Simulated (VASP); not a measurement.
# Ge in VASP: notebook, part 2 of 2

VASP 6.6.1.

### 5 Single point, PBE

This run uses another cell than the first one, of 19.38 Å³/atom, 0.943 times its volume.

File INCAR:

```
SYSTEM = Ge
ALGO = Normal
EDIFF = 1E-6
ENCUT = 520
GGA = PE
ISIF = 2
ISMEAR = 0
LASPH = .True.
LCHARG = .True.
LELF = .True.
LREAL = .False.
LVHAR = .True.
LWAVE = .False.
NBANDS = 13
NELM = 60
PREC = Accurate
SIGMA = 0.025
```

File KPOINTS:

```
k-points
0
Gamma
  12 12 12
  0 0 0
```

File POSCAR:

```
Ge
1.0
   -1.6084200000      1.6084200000      1.8731800000
    1.6084200000     -1.6084200000      1.8731800000
    1.6084200000      1.6084200000     -1.8731800000
Ge
1
Direct
    0.5000000000      0.5000000000      0.0000000000
```

Run with:

```sh
> cat potpaw_PBE.64/Ge_d/POTCAR > POTCAR
> mpirun -np 1 vasp_std > vasp.out
```

It took 9.1 s on 1 thread of Intel Xeon 6975P-C (Granite Rapids), shared host; peak memory 0.16 GiB.

It converged, with:

```
Free energy            : -4.1835 eV
Pressure               : 0.7 GPa
Band gap on the k mesh : zero (band 7 reaches 15.11 eV, above the bottom of band 8 at 3.80 eV)
```

Stress tensor (GPa, compression positive):
```
0.42 0.00 0.00
0.00 0.42 0.00
0.00 0.00 1.38
```

Levels at points of the mesh, in eV from the Fermi level:
```csv
k point,band 3,band 4,band 5,band 6,band 7,band 8,band 9,band 10,band 11,band 12
"(0.00, 0.00, 0.00)",-24.80,-24.77,-24.73,-13.04,8.51,8.81,8.81,13.83,13.83,15.21
"(0.50, 0.00, 0.00)",-24.77,-24.73,-24.70,-7.81,-5.40,5.04,7.27,10.25,10.66,15.69
"(0.50, 0.50, 0.00)",-24.74,-24.73,-24.69,-6.74,-4.86,3.08,4.57,7.68,7.83,22.46
"(0.50, 0.50, 0.50)",-24.72,-24.70,-24.70,-3.62,-2.49,0.69,0.69,4.42,5.21,26.42
```

### 6 Single point, PBE

This run uses another cell than the first one, of 19.38 Å³/atom, 0.943 times its volume.

File INCAR:

```
SYSTEM = Ge
  PREC = Accurate
  ENCUT = 520
  EDIFF = 1E-6
  ISMEAR = 0
  SIGMA = 0.026000000000000002
  LREAL = .FALSE.
  LASPH = .TRUE.
  NELM = 80
  ALGO = Normal
  ISIF = 2
  LWAVE = .FALSE.
  LCHARG = .FALSE.
  GGA = PE
  NBANDS = 13
```

File KPOINTS:

```
regular mesh
0
G
  12 12 12
  0 0 0
```

POSCAR is that of step 5.

Potentials or basis: VASP PAW PBE potentials, release 64 (Ge_d).

Run with:

```sh
> cat potpaw_PBE.64/Ge_d/POTCAR > POTCAR
> mpirun -np 1 vasp_std > vasp.out
```

OUTCAR:

```text
SYSTEM = Ge
   PREC = Accurate
   ENCUT = 520
   EDIFF = 1E-6
   ISMEAR = 0
   LREAL = .FALSE.
   LASPH = .TRUE.
   NELM = 80
   ISIF = 2
   GGA = PE

 ion  position               nearest neighbor table
   1  0.500  0.500  0.000-

  LATTYP: Found a body centered tetragonal cell.
 ALAT       =     3.2168400000
 C/A-ratio  =     1.1646087465

  Lattice vectors:

 A1 = (  -1.6084200000,   1.6084200000,   1.8731800000)
 A2 = (   1.6084200000,  -1.6084200000,   1.8731800000)
 A3 = (   1.6084200000,   1.6084200000,  -1.8731800000)

Analysis of symmetry for initial positions (statically):
=====================================================================
 Subroutine PRICEL returns:
 Original cell was already a primitive cell.

 Routine SETGRP: Setting up the symmetry group for a
 body centered tetragonal supercell.

 Subroutine GETGRP returns: Found 16 space group operations
 (whereof 16 operations were pure point group operations)
 out of a pool of 16 trial point group operations.

The static configuration has the point symmetry D_4h.

Analysis of symmetry for dynamics (positions and initial velocities):
=====================================================================
 Subroutine PRICEL returns:
 Original cell was already a primitive cell.

 Routine SETGRP: Setting up the symmetry group for a
 body centered tetragonal supercell.

 Subroutine GETGRP returns: Found 16 space group operations
 (whereof 16 operations were pure point group operations)
 out of a pool of 16 trial point group operations.

The dynamic configuration has the point symmetry D_4h.

 Subroutine INISYM returns: Found 16 space group operations
 (whereof 16 operations are pure point group operations),
 and found     1 'primitive' translations

----------------------------------------------------------------------------------------

                                     Primitive cell

  volume of cell :      19.3838

  direct lattice vectors                    reciprocal lattice vectors
    -1.608420000  1.608420000  1.873180000     0.000000000  0.310864078  0.266925763
     1.608420000 -1.608420000  1.873180000     0.310864078  0.000000000  0.266925763
     1.608420000  1.608420000 -1.873180000     0.310864078  0.310864078  0.000000000

  length of vectors
     2.946664743  2.946664743  2.946664743     0.409738743  0.409738743  0.439628195

  position of ions in fractional coordinates (direct lattice)
     0.500000000  0.500000000  0.000000000

  ion indices of the primitive-cell ions
   primitive index   ion index
                 1           1

----------------------------------------------------------------------------------------

 KPOINTS: regular mesh

Automatic generation of k-mesh.
 Grid dimensions read from file:
 generate k-points for:   12   12   12

 Generating k-lattice:

  Cartesian coordinates                     Fractional coordinates (reciprocal lattice)
     0.000000000  0.025905340  0.022243814     0.083333333  0.000000000  0.000000000
     0.025905340  0.000000000  0.022243814     0.000000000  0.083333333  0.000000000
     0.025905340  0.025905340  0.000000000     0.000000000  0.000000000  0.083333333

  Length of vectors
     0.034144895  0.034144895  0.036635683

  Shift w.r.t. Gamma in fractional coordinates (k-lattice)
     0.000000000  0.000000000  0.000000000

 Subroutine IBZKPT returns following result:
 ===========================================

 Found    163 irreducible k-points:

 Following reciprocal coordinates:
            Coordinates               Weight
  0.000000  0.000000  0.000000      1.000000
  0.083333  0.000000 -0.000000      8.000000
  0.166667  0.000000  0.000000      8.000000
  0.250000 -0.000000  0.000000      8.000000
  0.333333 -0.000000  0.000000      8.000000
  0.416667 -0.000000  0.000000      8.000000
[... 16 lines left out ...]
  0.500000  0.166667  0.000000     16.000000
 -0.416667  0.166667 -0.000000     16.000000
 [... further k-points ...]
   k-points           NKPTS =    163   k-points in BZ     NKDIM =    163   number of bands    NBANDS=     13
   number of dos      NEDOS =    301   number of ions     NIONS =      1
   total plane-waves  NPLWV =  13824
   dimension x,y,z NGX =    24 NGY =   24 NGZ =   24
   dimension x,y,z NGXF=    48 NGYF=   48 NGZF=   48
   ions per type =               1
   NGX,Y,Z   is equivalent  to a cutoff of  13.54, 13.54, 13.54 a.u.
   NGXF,Y,Z  is equivalent  to a cutoff of  27.08, 27.08, 27.08 a.u.
 SYSTEM =  Ge
   PREC   = accura    normal or accurate (medium, high low for compatibility)
   ISTART =      0    job   : 0-new  1-cont  2-samecut
   ICHARG =      2    charge: 1-file 2-atom 10-const
   ISPIN  =      1    spin polarized calculation?
   LNONCOLLINEAR =      F non collinear calculations
   LSORBIT =      F    spin-orbit coupling
   LASPH  =      T    aspherical Exc in radial PAW
   ENCUT  =  520.0 eV  38.22 Ry    6.18 a.u.   5.48  5.48  5.48*2*pi/ulx,y,z
   NELM   =     80;   NELMIN=  2; NELMDL= -5     # of ELM steps
   EDIFF  = 0.1E-05   stopping-criterion for ELM
   LREAL  =      F    real-space projection
[... 7 lines left out ...]
   TEBEG  =    0.0;   TEEND  =   0.0 temperature during run
   PSTRESS=    0.0 pullay stress
   NELECT =      14.0000    total number of electrons
   NUPDOWN=      -1.0000    fix difference up-down
   EMIN   =  10.00;   EMAX   =-10.00  energy-range for DOS
   EFERMI =   0.00;   METHOD = LEGACY
   ISMEAR =     0;   SIGMA  =   0.03  broadening in eV -4-tet -1-fermi 0-gaus
   EFERMI_NEDOS =   21; number of points for ismear=-14 and -15
   IALGO  =     38    algorithm
   IMIX   =      4    mixing-type and parameters
     AMIX     =   0.40;   BMIX     =  1.00
     AMIX_MAG =   1.60;   BMIX_MAG =  1.00
  volume/ion in A,a.u.               =      19.38       130.81
  Fermi-wavevector in a.u.,A,eV,Ry     =   1.468829  2.775685 29.354024  2.157460
  Thomas-Fermi vector in A             =   2.584280
   LORBIT       =      0    0 simple, 1 ext, 2 COOP (PROOUT), +10 PAW based schemes
   GGA     = PE    functional components
   LHFCALC =     F    Hartree Fock is set to
   AEXX    =    0.0000 exact exchange contribution
   IVDW    =     0    specifies the selected vdW correction
   LEPSILON=     F    determine dielectric tensor
   LRPA    =     F    only Hartree local field effects (RPA)
 non-spin polarized calculation
 Gauss-broadening in eV      SIGMA  =   0.03
  energy-cutoff  :      520.00
  volume of cell :       19.38
 maximum number of plane-waves:       536
 NGX is ok and might be reduce to    24
   NGX = 11   NGY = 11   NGZ = 11

 number of electron      13.9999999 magnetization

 Free energy of the ion-electron system (eV)
  ---------------------------------------------------
  ext. energy  EPLUGINS =         0.00000000
  ---------------------------------------------------
  free energy    TOTEN  =        -4.18354365 eV

  energy without entropy =       -4.18344286  energy(sigma->0) =       -4.18349325

 E-fermi :   6.6003     XC(G=0): -11.1611

 val. band max:        6.5940455600   @ k =  -0.3333   0.3333   0.1667
 cond. band min:       6.6236356297   @ k =   0.3333   0.3333   0.1667
 fundamental gap:      0.0295900697
 Fermi energy:         6.6002828266

 k-point     1 :       0.0000    0.0000    0.0000
  band No.  band energies     occupation
      1     -18.2207      2.00000
      2     -18.2207      2.00000
      3     -18.2022      2.00000
      4     -18.1687      2.00000
      5     -18.1314      2.00000
      6      -6.4373      2.00000
      7      15.1098      0.00000
      8      15.4111      0.00000
      9      15.4111      0.00000
     10      20.4283      0.00000
     11      20.4283      0.00000
     12      21.8065      0.00000
     13      22.0379      0.00000

 k-point     2 :       0.0833    0.0000   -0.0000
  band No.  band energies     occupation
      1     -18.2180      2.00000
      2     -18.2178      2.00000
      3     -18.1993      2.00000
      4     -18.1689      2.00000
      5     -18.1328      2.00000
      6      -6.2648      2.00000
      7      13.7557      0.00000
      8      14.9266      0.00000
      9      15.1397      0.00000
     10      19.8220      0.00000
     11      20.6845      0.00000
[... 339 lines left out ...]
 k-point    24 :      -0.4167    0.1667   -0.0000
  band No.  band energies     occupation
      1     -18.2280      2.00000
      2     -18.2004      2.00000
      3     -18.1619      2.00000
      4     -18.1458      2.00000
      5     -18.1222      2.00000
      6      -2.9434      2.00000
      7       5.0642      2.00000
      8       9.3256      0.00000
      9      12.0695      0.00000
     10      17.0857      0.00000
     11      19.9426      0.00000
     12      22.9235      0.00000
     13      24.6328      0.00000

 [... further k-points ...]
[... 5 lines left out ...]
  --------------------------------------------------------------------------------------
  -------------------------------------------------------------------------------------
  Total        0.0509965      0.0509965      0.1663823      0.0000000      0.0000000      0.0000000
  in kB        4.2151443      4.2151443     13.7524207      0.0000000      0.0000000      0.0000000
  external PRESSURE =       7.3942364 kB  Pullay stress =       0.0000000 kB

 VOLUME and BASIS-vectors are now :
 -----------------------------------------------------------------------------
  energy-cutoff  :      520.00
  volume of cell :       19.38
      direct lattice vectors                 reciprocal lattice vectors
    -1.608420000  1.608420000  1.873180000     0.000000000  0.310864078  0.266925763
     1.608420000 -1.608420000  1.873180000     0.310864078  0.000000000  0.266925763
     1.608420000  1.608420000 -1.873180000     0.310864078  0.310864078  0.000000000

 POSITION                                       TOTAL-FORCE (eV/Angst)
 -----------------------------------------------------------------------------------
      0.00000      0.00000      1.87318        -0.000000      0.000000      0.000000
 -----------------------------------------------------------------------------------
    total drift:                               -0.000000      0.000000      0.000000

  FREE ENERGIE OF THE ION-ELECTRON SYSTEM (eV)
  ---------------------------------------------------
  free  energy   TOTEN  =        -4.1835436462 eV

  energy  without entropy=       -4.1834428622  energy(sigma->0) =       -4.18349325
```

OSZICAR:

```text
N       E                     dE             d eps       ncg     rms          rms(c)
DAV:   1     0.638979282624E+02    0.63898E+02   -0.71501E+03  4588   0.295E+03
DAV:   2     0.147389971590E+01   -0.62424E+02   -0.59353E+02  4518   0.405E+02
DAV:   3    -0.411399491187E+01   -0.55879E+01   -0.55537E+01  4863   0.716E+01
DAV:   4    -0.419416530129E+01   -0.80170E-01   -0.80159E-01  4958   0.929E+00
DAV:   5    -0.419497778393E+01   -0.81248E-03   -0.81248E-03  4938   0.103E+00    0.105E+00
DAV:   6    -0.418701068070E+01    0.79671E-02   -0.57347E-03  5408   0.158E+00    0.586E-01
DAV:   7    -0.418365770069E+01    0.33530E-02   -0.39387E-03  5313   0.101E+00    0.557E-02
DAV:   8    -0.418353716501E+01    0.12054E-03   -0.34720E-04  5163   0.424E-01    0.220E-02
DAV:   9    -0.418354331339E+01   -0.61484E-05   -0.48952E-06  4908   0.210E-02    0.397E-03
DAV:  10    -0.418354364623E+01   -0.33285E-06   -0.75998E-08  3239   0.425E-03
   1 F= -.41835436E+01 E0= -.41834933E+01  d E =-.100784E-03
```

Wall time 8.6 s (1 thread of Intel Xeon 6975P-C (Granite Rapids), shared host); peak memory 0.16 GiB.

Results:

```yaml
Free_energy: -4.1835 eV
Pressure: 0.7 GPa
Band_gap_on_the_k_mesh: zero (band 7 reaches 15.11 eV, above the bottom of band 8 at 3.80 eV)
```

Stress tensor (GPa, compression positive):
```
0.42 0.00 0.00
0.00 0.42 0.00
0.00 0.00 1.38
```

### 7 Overview

```csv
cell,smearing,gap on the mesh (eV),pressure (GPa)
"a = 3.004 Å, angles 113.8, 113.8, 101.1°, 1 atom",fermi-dirac 0.05 eV,none,-2.7
"a = 2.950, b = 2.961, c = 2.925 Å, angles 111.9, 115.2, 101.7°, 1 atom",fermi-dirac 0.05 eV,none,0.4
"a = 2.947 Å, angles 113.8, 113.8, 101.1°, 1 atom",gaussian 0.024 eV,none,0.7
"a = 2.947 Å, angles 113.8, 113.8, 101.1°, 1 atom",gaussian 0.025 eV,none,0.7
"a = 2.947 Å, angles 113.8, 113.8, 101.1°, 1 atom",gaussian 0.026 eV,none,0.7
```

Alike in all rows: task single point; level PBE; potentials or basis VASP PAW PBE potentials, release 64 (Ge_d); no spin polarisation; k mesh 12 × 12 × 12; cutoff (eV) 520.

Total energies depend on the potentials used, so only differences within one code and one set of settings carry meaning.
